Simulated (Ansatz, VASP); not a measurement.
Two plane-wave programs on V3F

```
CELL_PARAMETERS angstrom
2.29343 1.32411 2.88851
-2.29343 1.32411 2.88851
0.00000 -2.64823 2.88851
ATOMIC_POSITIONS crystal
V 0.25136 0.25136 0.25136
V 0.74864 0.74864 0.74864
V 0.50000 0.50000 0.50000
F 0.00000 0.00000 0.00000
```

Alike in both runs: functional PBE; k mesh 12 × 12 × 12; occupations gaussian, width 0.1 eV; no spin polarisation.

Ansatz relaxed the structure, and its values are those at the end. VASP's run is a single point on that final structure, the one shown.

```csv
,VASP,Ansatz
version,VASP 6.6.1,Ansatz 0.2.0
potentials or method,"VASP PAW PBE potentials, release 64 (V_sv, F), cutoff 520 eV","scalar-relativistic, plane waves, PAW"
valence electrons in the cell,46,46
```

Ansatz gave:

| Property | Result |
| --- | --- |
| gap on the k mesh at the Fermi level (eV) | none |
| pressure (GPa) | 0.0 |
| rms of the force components (eV/Å) | 0.001 |

Question: Which values does VASP return?

Answer: gap on the k mesh at the Fermi level (eV): none; pressure (GPa): 0.5; rms of the force components (eV/Å): 0.042.

A gap of «none» marks a metal or a gap that the smearing closes. With one functional, cell and mesh, what is left measures potentials, basis and numerics.
